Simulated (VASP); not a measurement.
# BaTa3O2 (Cmmm) in VASP: single point with PBE

Aim: the single point of BaTa3O2 with PBE.

Everything below comes from runs of VASP 6.6.1. Logs are shortened: lines on timing, memory, paths and dates and some standing lists are left out, and cuts for length are marked.

**1. The cell of the first run**

Symmetry: Cmmm, No. 65, orthorhombic system. Conventional cell: a = 5.836 Å, b = 13.057 Å, c = 2.887 Å, α = 90.00°, β = 90.00°, γ = 90.00°. Within 4.1 Å of Ba (site symmetry mmm) lie 2 Ba at 2.89 Å and 10 Ta at 3.26 to 4.01 Å and 8 O at 3.86 Å. Within 2.9 Å of Ta (site symmetry m2m) lie 4 O at 2.19 Å and 4 Ta at 2.89 to 2.90 Å. Within 3.8 Å of Ta (site symmetry mmm) lie 6 Ta at 2.89 to 2.90 Å and 4 Ba at 3.26 Å and 4 O at 3.58 Å. Within 3.0 Å of O (site symmetry 2/m) lie 4 Ta at 2.19 Å and 4 O at 2.89 to 2.92 Å.

The cell was generated, and may not be a known phase.

**2. Single point, PBE**

File INCAR:

```
SYSTEM = BaTa3O2
ALGO = Normal
EDIFF = 1E-6
ENCUT = 700
GGA = PE
GGA_COMPAT = .FALSE.
ISIF = 2
ISMEAR = 0
LASPH = .TRUE.
LCHARG = .FALSE.
LREAL = .FALSE.
LWAVE = .FALSE.
NBANDS = 40
NELM = 120
PREC = Accurate
SIGMA = 0.1
```

File KPOINTS:

```
k-points
0
G
  8 8 14
  0 0 0
```

File POSCAR:

```
BaTa3O2
1.0
    2.9181984218     -6.5284109228      0.0000000000
    2.9181984218      6.5284109228      0.0000000000
    0.0000000000      0.0000000000      2.8867844842
Ba Ta O
1 3 2
Direct
    0.5000000000      0.5000000000      0.0000000000
    0.1925156540      0.8074843460      0.0000000000
    0.8074843460      0.1925156540      0.0000000000
    0.0000000000      0.0000000000      0.5000000000
    0.0000000000      0.5000000000      0.5000000000
    0.5000000000      0.0000000000      0.5000000000
```

Potentials or basis: VASP PAW PBE potentials, release 64 (Ba_sv, Ta_sv_GW, O).

Command:

```console
$ cat potpaw_PBE.64/Ba_sv/POTCAR potpaw_PBE.64/Ta_sv_GW/POTCAR potpaw_PBE.64/O/POTCAR > POTCAR
$ mpirun -np 1 vasp_std > vasp.out
```

OUTCAR:

```text
SYSTEM = BaTa3O2
   EDIFF = 1E-6
   ENCUT = 700
   GGA = PE
   ISIF = 2
   ISMEAR = 0
   LASPH = .TRUE.
   LREAL = .FALSE.
   NELM = 120
   PREC = Accurate

 ion  position               nearest neighbor table
   1  0.500  0.500  0.000-   4 3.26   4 3.26   4 3.26   4 3.26   2 3.85   3 3.85   2 3.85   3 3.85
                             2 4.01   3 4.01
   2  0.193  0.807  0.000-   5 2.19   6 2.19   5 2.19   6 2.19   4 2.90   4 2.90   3 3.28   3 3.28
                             1 3.85   1 3.85   1 4.01
   3  0.807  0.193  0.000-   5 2.19   6 2.19   5 2.19   6 2.19   4 2.90   4 2.90   2 3.28   2 3.28
                             1 3.85   1 3.85   1 4.01
   4  0.000  0.000  0.500-   2 2.90   3 2.90   2 2.90   3 2.90   1 3.26   1 3.26   1 3.26   1 3.26

   5  0.000  0.500  0.500-   2 2.19   3 2.19   2 2.19   3 2.19
   6  0.500  0.000  0.500-   2 2.19   3 2.19   2 2.19   3 2.19

  LATTYP: Found a base centered orthorhombic cell.
 ALAT       =     5.8363968436
 B/A-ratio  =     2.2371374318
 C/A-ratio  =     0.4946175803

  Lattice vectors:

 A1 = (   2.9181984218,  -6.5284109228,   0.0000000000)
 A2 = (   2.9181984218,   6.5284109228,   0.0000000000)
 A3 = (   0.0000000000,   0.0000000000,   2.8867844842)

Analysis of symmetry for initial positions (statically):
=====================================================================
 Subroutine PRICEL returns:
 Original cell was already a primitive cell.

 Routine SETGRP: Setting up the symmetry group for a
 base centered orthorhombic supercell.

 Subroutine GETGRP returns: Found  8 space group operations
 (whereof  8 operations were pure point group operations)
 out of a pool of  8 trial point group operations.

The static configuration has the point symmetry D_2h.

Analysis of symmetry for dynamics (positions and initial velocities):
=====================================================================
 Subroutine PRICEL returns:
 Original cell was already a primitive cell.

 Routine SETGRP: Setting up the symmetry group for a
 base centered orthorhombic supercell.

 Subroutine GETGRP returns: Found  8 space group operations
 (whereof  8 operations were pure point group operations)
 out of a pool of  8 trial point group operations.

The dynamic configuration has the point symmetry D_2h.

 Subroutine INISYM returns: Found  8 space group operations
 (whereof  8 operations are pure point group operations),
 and found     1 'primitive' translations

----------------------------------------------------------------------------------------
[... 106 lines left out ...]
   NFREE  =      0    steps in history (QN), initial steepest desc. (CG)
   ISIF   =      2    stress and relaxation
   ISYM   =      2    0-nonsym 1-usesym 2-fastsym
   POTIM  = 0.5000    time-step for ionic-motion
   TEBEG  =    0.0;   TEEND  =   0.0 temperature during run
   PSTRESS=    0.0 pullay stress
   NELECT =      61.0000    total number of electrons
   NUPDOWN=      -1.0000    fix difference up-down
   EMIN   =  10.00;   EMAX   =-10.00  energy-range for DOS
   EFERMI =   0.00;   METHOD = LEGACY
   ISMEAR =     0;   SIGMA  =   0.10  broadening in eV -4-tet -1-fermi 0-gaus
   EFERMI_NEDOS =   21; number of points for ismear=-14 and -15
   IALGO  =     38    algorithm
   IMIX   =      4    mixing-type and parameters
     AMIX     =   0.40;   BMIX     =  1.00
     AMIX_MAG =   1.60;   BMIX_MAG =  1.00
  volume/ion in A,a.u.               =      18.33       123.71
  Fermi-wavevector in a.u.,A,eV,Ry     =   1.345021  2.541722 24.614066  1.809083
  Thomas-Fermi vector in A             =   2.472968
   LORBIT       =      0    0 simple, 1 ext, 2 COOP (PROOUT), +10 PAW based schemes
   GGA     = PE    functional components
   LHFCALC =     F    Hartree Fock is set to
   AEXX    =    0.0000 exact exchange contribution
   IVDW    =     0    specifies the selected vdW correction
   LEPSILON=     F    determine dielectric tensor
   LRPA    =     F    only Hartree local field effects (RPA)
 non-spin polarized calculation
 Gauss-broadening in eV      SIGMA  =   0.10
  energy-cutoff  :      700.00
  volume of cell :      109.99
 maximum number of plane-waves:      4659
 NGX is ok and might be reduce to    64
   NGX = 31   NGY = 31   NGZ = 13

 number of electron      61.0000002 magnetization

 Free energy of the ion-electron system (eV)
  ---------------------------------------------------
  ext. energy  EPLUGINS =         0.00000000
  ---------------------------------------------------
  free energy    TOTEN  =       -58.29127784 eV

  energy without entropy =      -58.27245122  energy(sigma->0) =      -58.28186453

 E-fermi :   7.5868     XC(G=0): -11.2506

 val. band max:        7.5809773623   @ k =   0.3750   0.3750   0.0000
 cond. band min:       7.5903694242   @ k =   0.0000   0.0000   0.1429
 fundamental gap:      0.0093920619
 Fermi energy:         7.5867854411

 k-point     1 :       0.0000    0.0000    0.0000
  band No.  band energies     occupation
      1     -61.4093      2.00000
      2     -61.3993      2.00000
      3     -59.7787      2.00000
      4     -28.2721      2.00000
      5     -28.0086      2.00000
      6     -27.7334      2.00000
[... 1021 lines left out ...]
     39      10.3378      0.00000
     40      10.7985      0.00000

 [... further k-points ...]

------------------------ aborting loop because EDIFF is reached ----------------------------------------

  FORCE on cell =-STRESS in cart. coord.  units (eV):
  Direction    XX          YY          ZZ          XY          YZ          ZX
  --------------------------------------------------------------------------------------
  -------------------------------------------------------------------------------------
  Total        0.7150898     -0.0860598      0.7810748      0.0000000      0.0000000      0.0000000
  in kB       10.4160850     -1.2535574     11.3772301      0.0000000      0.0000000      0.0000000
  external PRESSURE =       6.8465859 kB  Pullay stress =       0.0000000 kB

 VOLUME and BASIS-vectors are now :
 -----------------------------------------------------------------------------
  energy-cutoff  :      700.00
  volume of cell :      109.99
      direct lattice vectors                 reciprocal lattice vectors
     2.918198422 -6.528410923  0.000000000     0.171338589 -0.076588316  0.000000000
     2.918198422  6.528410923  0.000000000     0.171338589  0.076588316  0.000000000
     0.000000000  0.000000000  2.886784484     0.000000000  0.000000000  0.346406185

 POSITION                                       TOTAL-FORCE (eV/Angst)
 -----------------------------------------------------------------------------------
      2.91820      0.00000      0.00000         0.000000     -0.000000      0.000000
      2.91820      4.01477      0.00000        -0.000000     -0.003652     -0.000000
      2.91820     -4.01477      0.00000        -0.000000      0.003652      0.000000
      0.00000      0.00000      1.44339        -0.000000     -0.000000      0.000000
      1.45910      3.26421      1.44339        -0.000000     -0.000000      0.000000
      1.45910     -3.26421      1.44339        -0.000000     -0.000000      0.000000
 -----------------------------------------------------------------------------------
    total drift:                                0.000000      0.000000     -0.000000

  FREE ENERGIE OF THE ION-ELECTRON SYSTEM (eV)
  ---------------------------------------------------
  free  energy   TOTEN  =       -58.2912778402 eV

  energy  without entropy=      -58.2724512152  energy(sigma->0) =      -58.28186453
```

Run time: 14 min. Hardware: 1 thread of Intel Xeon 6975P-C (Granite Rapids), shared host; peak memory 1.1 GiB.

Results:

```
Free energy            : -58.2913 eV
Pressure               : 0.7 GPa
Largest force          : 0.004 eV/Å
Band gap on the k mesh : zero (an odd number of electrons rules out a gap without spin polarisation)
```

Forces in eV/Å, atoms in the order of the input:
```
Ba   0.000  0.000  0.000
Ta   0.000 -0.004  0.000
Ta   0.000  0.004  0.000
Ta   0.000  0.000  0.000
O    0.000  0.000  0.000
O    0.000  0.000  0.000
```

Caveat: spin-orbit coupling is left out, which moves the levels of the heavy elements.
